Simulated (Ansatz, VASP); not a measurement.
## SrAl5 in VASP and in Ansatz

```
Sr Al
1.0
     5.72784    0.00000    0.00000
    -2.86392    4.96046    0.00000
     0.00000    0.00000    4.44259
Sr Al
1 5
Direct
  0.00000 0.00000 0.00000
  0.33333 0.66667 0.00000
  0.66667 0.33333 0.00000
  0.50000 0.00000 0.50000
  0.50000 0.50000 0.50000
  0.00000 0.50000 0.50000
```

Change from the starting cell: species swapped into the PrCo5 type (P6/mmm, No. 191).

Alike in both runs: functional PBE; k mesh 6 × 6 × 4; occupations gaussian, width 0.1 eV; no spin polarisation.

Ansatz relaxed the structure, and its values are those at the end. VASP's run is a single point on that final structure, the one shown.

|  | VASP | Ansatz |
| --- | --- | --- |
| version | VASP 6.6.1 | Ansatz 0.2.0 |
| potentials or method | VASP PAW PBE potentials, release 64 (Sr_sv, Al), cutoff 520 eV | scalar-relativistic, plane waves, PAW |
| valence electrons in the cell | 25 | 25 |

|  | VASP | Ansatz | Ansatz less VASP |
| --- | --- | --- | --- |
| gap on the k mesh at the Fermi level (eV) | none | none | - |
| pressure (GPa) | -0.1 | -0.1 | -0.03 |

A gap of «none» marks a metal or a gap that the smearing closes.
